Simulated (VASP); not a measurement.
Wanted: the native input for a VASP 6.6.1 run.

```
Task                   : single point
Functional             : PBE
Potentials or basis    : VASP PAW PBE potentials, release 64 (Hg)
Cutoff                 : 520 eV
k mesh                 : 14 × 14 × 14
Occupations            : gaussian, width 0.1 eV
Spin                   : no spin polarisation
Dipole correction      : no
Further INCAR settings : ALGO = Fast; EDIFF = 1e-06; NBANDS = 12
```

The structure of Hg lies in POSCAR:

```
Hg
1.0
    1.6863006438      0.8576276545      2.2248095309
   -1.6863006438      0.8576276545      2.2248095309
    0.0000000000     -1.9833353089      2.3446674783
Hg
1
Direct
    0.0000000000      0.0000000000      0.0000000000
```

This cell differs from its parent crystal: strained.

One way to write it, as run:

INCAR

```
SYSTEM = Hg
PREC     = Accurate       ! precision mode
ENCUT    = 520            ! plane-wave cutoff, eV
EDIFF    = 1E-6           ! SCF threshold, eV
ISMEAR   = 0              ! smearing method
SIGMA    = 0.1            ! smearing width, eV
LREAL    = .FALSE.        ! projectors in reciprocal space
LASPH    = .TRUE.         ! aspherical terms in the spheres
NELM     = 80             ! most SCF steps
ALGO     = Fast           ! electronic algorithm
ISIF     = 2              ! what is computed and relaxed
LWAVE    = .FALSE.        ! write WAVECAR
LCHARG   = .FALSE.        ! write CHGCAR
GGA      = PE             ! functional
NBANDS   = 12             ! bands
```

KPOINTS

```
Automatic mesh
0
G
  14 14 14
  0 0 0
```

Potentials or basis: VASP PAW PBE potentials, release 64 (Hg).

Command:

```console
$ cat potpaw_PBE.64/Hg/POTCAR > POTCAR
$ mpirun -np 1 vasp_std > vasp.out
```

It gave:

```
Pressure               : 11.0 GPa
Band gap on the k mesh : zero (band 6 reaches 4.94 eV, above the bottom of band 7 at 1.21 eV)
```

Caveat: the cell differs from its parent crystal (strained); spin-orbit coupling is left out, which moves the levels of the heavy elements.

It took 93 s on 1 thread of Intel(R) Xeon(R) Platinum 8488C (Sapphire Rapids), on a shared host, peak memory 0.29 GiB.
